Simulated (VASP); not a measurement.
A run of VASP 6.6.1:

File INCAR:

```
SYSTEM = Te2Mo
PREC     = Accurate       ! precision mode
ENCUT    = 520            ! plane-wave cutoff, eV
EDIFF    = 1E-6           ! SCF threshold, eV
ISMEAR   = 0              ! smearing method
SIGMA    = 0.02           ! smearing width, eV
LREAL    = .FALSE.        ! projectors in reciprocal space
LASPH    = .TRUE.         ! aspherical terms in the spheres
NELM     = 80             ! most SCF steps
ALGO     = Normal         ! electronic algorithm
ISIF     = 2              ! what is computed and relaxed
LWAVE    = .FALSE.        ! write WAVECAR
LCHARG   = .TRUE.         ! write CHGCAR
LDIPOL   = .TRUE.       
IDIPOL   = 3            
DIPOL    = 0.5 0.5 0.500
GGA      = PE             ! functional
IVDW     = 12             ! dispersion correction
LELF     = .TRUE.         ! ELF
LVHAR    = .TRUE.       
LVACPOTAV= .TRUE.       
NBANDS   = 20             ! bands
```

KPOINTS

```
Automatic mesh
0
G
  9 9 1
  0 0 0
```

File POSCAR:

```
Te2Mo
1.0
    3.5038241256      0.0000000000      0.0000000000
   -1.7519120628      3.0344007031      0.0000000000
    0.0000000000      0.0000000000     33.2702847815
Te Mo
2 1
Direct
    0.3333333333      0.6666666667      0.4453867173
    0.3333333333      0.6666666667      0.5546132827
    0.6666666667      0.3333333333      0.5000000000
```

Potentials or basis: VASP PAW PBE potentials, release 64 (Te, Mo_sv).

Command:

```console
$ cat potpaw_PBE.64/Te/POTCAR potpaw_PBE.64/Mo_sv/POTCAR > POTCAR
$ mpirun -np 1 vasp_std > vasp.out
```

Hardware: 1 thread of Intel(R) Xeon(R) 6975P-C (Granite Rapids), on a shared host.

Q: How long does it take, and how much memory?

A: Wall time 94 s on 1 thread of Intel(R) Xeon(R) 6975P-C (Granite Rapids), on a shared host, peak memory 0.47 GiB. Counts: scf iterations 22, k points 12.
